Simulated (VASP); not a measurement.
Runs of VASP 6.6.1 on VH. The structure is that of space group Fm-3m (No. 225), or close to it. The cells are those of the table. 

| cell | gap on the mesh (eV) | pressure (GPa) | moment (μB) |
| --- | --- | --- | --- |
| a = 2.759 Å, angles 60.0°, 2 atoms | none | (b) | 0.00 |
| a = 2.720 Å, angles 60.0°, 2 atoms | none | 10.1 | 0.00 |
| a = 2.796 Å, angles 60.0°, 2 atoms | none | -7.6 | 0.00 |
| a = 2.814 Å, angles 60.0°, 2 atoms | none | -11.0 | 0.00 |
| a = 2.777 Å, angles 60.0°, 2 atoms | none | -3.8 | 0.00 |
| a = 2.740 Å, angles 60.0°, 2 atoms | none | (a) | 0.00 |
| a = 2.832 Å, angles 60.0°, 2 atoms | none | -14.0 | 0.00 |

Alike in all rows: task single point; level PBEsol; potentials or basis VASP PAW PBE potentials, release 64 (V_sv, H); spin collinear, ferromagnetic start; k mesh 13 × 13 × 13; cutoff (eV) 520; smearing fermi-dirac 0.1 eV.

Task: Fill in the values left out.

Result: (a) 5.0; (b) 0.4.

Caveats: the moments typed at the start vanished in this run; the PAW data sets were made with another functional, which shifts forces and pressure a little; the cell stands under tension (at least some runs); the cell stands under pressure (at least some runs).

A gap of «none» marks levels without a gap at the run's occupations.
